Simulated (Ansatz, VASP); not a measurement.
**C in VASP and in Ansatz**

```
C
1.0
     0.00000    1.77146    1.77146
     1.77146    0.00000    1.77146
     1.77146    1.77146    0.00000
C
2
Cartesian
  1.7715 1.7715 1.7715
  2.6572 2.6572 2.6572
```

Alike in both runs: task single point; functional PBE; k mesh 12 × 12 × 12; occupations gaussian, width 0.05 eV; no spin polarisation.

|  | VASP | Ansatz |
| --- | --- | --- |
| version | VASP 6.6.1 | Ansatz 0.2.0 |
| potentials or method | VASP PAW PBE potentials, release 64 (C), cutoff 520 eV | scalar-relativistic, plane waves, PAW |
| valence electrons in the cell | 8 | 8 |

```tsv
	VASP	Ansatz	Ansatz less VASP
gap on the k mesh at the Fermi level (eV)	4.20	4.21	+0.009
least direct gap on the mesh (eV)	5.65	5.65	+0.004
pressure (GPa)	11.7	11.0	-0.72
```
